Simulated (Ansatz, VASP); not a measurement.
Two plane-wave programs on Ge5Sb

```
Ge Sb
1.0
     5.47551    0.00000    0.00000
    -2.73776    4.74193    0.00000
     0.00000    0.00000    5.08092
Ge Sb
5 1
Direct
  0.33333 0.66667 0.00000
  0.66667 0.33333 0.00000
  0.50000 0.00000 0.50000
  0.50000 0.50000 0.50000
  0.00000 0.50000 0.50000
  0.00000 0.00000 0.00000
```

Change from the starting cell: species swapped into the ScBe5 type (P6/mmm, No. 191).

Alike in both runs: functional PBE; k mesh 12 × 12 × 8; occupations gaussian, width 0.1 eV; no spin polarisation.

Ansatz relaxed the structure, and its values are those at the end. VASP's run is a single point on that final structure, the one shown.

```csv
,VASP,Ansatz
version,VASP 6.6.1,Ansatz 0.2.0
potentials or method,"VASP PAW PBE potentials, release 64 (Ge_d, Sb), cutoff 520 eV","scalar-relativistic, plane waves, PAW"
valence electrons in the cell,75,85
```

```csv
,VASP,Ansatz,Ansatz less VASP
gap on the k mesh at the Fermi level (eV),none,none,-
pressure (GPa),-0.2,0.0,+0.16
```

A gap of «none» marks a metal or a gap that the smearing closes. VASP's potentials hold 75 valence electrons a cell and Ansatz's 85, so a difference there can come from the potentials and not from the codes.

Spin-orbit coupling is off throughout.
